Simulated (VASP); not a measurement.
CuO: single point with r2SCAN

CuO:

```
Cu O
1.0
     3.42205    0.00000    0.00000
     0.00000    3.42205    0.00000
     0.00000    0.00000    4.26046
Cu O
2 2
Cartesian
  0.0000 1.7110 0.0000
  1.7110 0.0000 2.1302
  0.0000 0.0000 1.0651
  0.0000 0.0000 3.1953
```

| Quantity | Value |
| --- | --- |
| Program | VASP 6.6.1 |
| Task | single point |
| Functional | r2SCAN |
| Potentials or basis | VASP PAW PBE potentials, release 64 (Cu, O) |
| Cutoff | 520 eV |
| k mesh | 5 × 5 × 4 |
| Occupations | fermi-dirac, width 0.05 eV |
| Spin | no spin polarisation |

```yaml
Pressure: -7.0 GPa
Band_gap_on_the_k_mesh: zero (band 17 reaches 4.49 eV, above the bottom of band 18 at 2.82 eV)
```

Stress tensor (GPa, compression positive):
```
-20.12   0.00   0.00
  0.00 -20.12   0.00
  0.00   0.00  19.24
```

Levels at points of the mesh, in eV from the Fermi level:
```tsv
k point	band 15	band 16	band 17	band 18	band 19	band 20
(0.00, 0.00, 0.00)	-1.35	0.45	0.70	0.71	0.71	6.55
(0.00, 0.00, 0.50)	-1.72	-1.72	0.01	0.01	2.50	2.50
```

It took 3.1 min on 1 thread of Intel Xeon 8259CL (shared host), peak memory 0.18 GiB.

Caveat: the k points lie up to 0.37 Å⁻¹ apart; the PAW data sets were made with another functional, which shifts forces and pressure a little; semilocal functionals often make such compounds metallic where correlation or magnetic order opens a gap, which also shifts bond lengths. With open d or f shells a metallic result of r2SCAN can be an artefact of self-interaction; +U or a hybrid may open a gap.
